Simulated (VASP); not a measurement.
Runs of VASP 6.6.1 on Y. The structure is that of space group Im-3m (No. 229), or close to it. The cells are those of the table. This isn't the form of Y at room conditions, which is hcp.

```csv
task,spin,cell,k mesh,cutoff (eV),gap on the mesh (eV),pressure (GPa)
single point,off,"a = 3.595 Å, angles 109.5°, 1 atom",12 × 12 × 12,520,none,-2.7
single point,off,"a = 3.357 Å, angles 109.5°, 1 atom",12 × 12 × 12,520,none,5.8
single point,"non-collinear, zero start, SOC","a = 3.504 Å, angles 109.5°, 1 atom",11 × 11 × 11,520,-,(b)
single point,off,"a = 3.504 Å, angles 109.5°, 1 atom",18 × 18 × 18,520,none,-0.1
single point,off,"a = 3.504 Å, angles 109.5°, 1 atom",11 × 11 × 11,520,none,-0.1
relaxation of cell and atoms,off,"relaxed from a = 3.500 Å, angles 109.5°, 1 atom",11 × 11 × 11,600,none,0.0
single point,off,"a = 3.407 Å, angles 109.5°, 1 atom",12 × 12 × 12,520,none,3.5
single point,off,"a = 3.550 Å, angles 109.5°, 1 atom",12 × 12 × 12,520,none,(a)
```

Alike in all rows: level PBE; potentials or basis VASP PAW PBE potentials, release 64 (Y_sv); smearing fermi-dirac 0.1 eV.

Q: Fill in the values left out.

A: (a) -1.5; (b) -0.2.

Caveats: the cell stands under pressure (at least some runs); the relaxation stopped at its first step, so nothing moved (at least some runs).

A k mesh can miss the band edges, and rows without SOC leave out spin-orbit coupling on Y.

A gap of «none» marks levels without a gap at the run's occupations.
